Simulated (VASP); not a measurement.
Wanted: the native input for a VASP 6.6.1 run.

| Quantity | Value |
| --- | --- |
| Task | relaxation of cell and atoms |
| Functional | r2SCAN |
| Potentials or basis | VASP PAW PBE potentials, release 64 (W_sv) |
| Cutoff | 600 eV |
| k mesh | 16 × 16 × 16 |
| Occupations | fermi-dirac, width 0.1 eV |
| Spin | no spin polarisation |
| Dipole correction | no |
| Further INCAR settings | ALGO = Normal; EDIFF = 1e-06; IBRION = 2; EDIFFG = -0.002; NSW = 100; ISIF = 3 |

W:

```xyz
1
Lattice="-1.5823 1.5823 1.5823 1.5823 -1.5823 1.5823 1.5823 1.5823 -1.5823" Properties=species:S:1:pos:R:3 pbc="T T T"
W     0.0000    0.0000    0.0000
```

These files were run (other wordings do the same):

POSCAR

```
W
1.0
   -1.5823450000      1.5823450000      1.5823450000
    1.5823450000     -1.5823450000      1.5823450000
    1.5823450000      1.5823450000     -1.5823450000
W
1
Direct
    0.0000000000      0.0000000000      0.0000000000
```

INCAR.step1

```
PREC = Accurate
ENCUT = 600
ISMEAR = -1
SIGMA = 0.1
LREAL = F
LASPH = T
NELM = 60
GGA = PE
ALGO = Normal
EDIFF = 1E-4
LWAVE = T
LCHARG = F
```

INCAR.step2

```
PREC = Accurate
ENCUT = 600
EDIFF = 1E-6
ISMEAR = -1
SIGMA = 0.1
LREAL = F
LASPH = T
NELM = 60
ALGO = Normal
ISIF = 3
LWAVE = F
LCHARG = F
METAGGA = R2SCAN
LMIXTAU = T
IBRION = 2
NSW = 100
EDIFFG = -0.002
ISTART = 1
```

KPOINTS

```
regular mesh
0
Gamma
  16 16 16
```

Potentials or basis: VASP PAW PBE potentials, release 64 (W_sv).

The run is started by

```bash
$ cat potpaw_PBE.64/W_sv/POTCAR > POTCAR
$ cp INCAR.step1 INCAR
$ mpirun -np 1 vasp_std > vasp.out
$ cp INCAR.step2 INCAR
$ mpirun -np 1 vasp_std > vasp.out
```

Results of the run:

```yaml
Relaxed_volume: 15.97 Å³/atom
Relaxed_cell: a = 2.748 Å, b = 2.748 Å, c = 2.748 Å, α = 109.47°, β = 109.47°, γ = 109.47°
Space_group_after_relaxing_to_0.1_Å: Im-3m (No. 229)
Energy_gained_by_relaxing: 0.9 meV/atom
Ionic_steps: 12
Pressure_after_relaxing: 0.0 GPa
Band_gap_on_the_k_mesh: zero (bands 7 and 8 overlap by 6.55 eV)
```

Caveat: the PAW data sets were made with another functional, which shifts forces and pressure a little; spin-orbit coupling is left out, which moves the levels of the heavy elements.

It took 11 min on 1 thread of Intel Xeon 8259CL, on a shared host, peak memory 0.18 GiB.
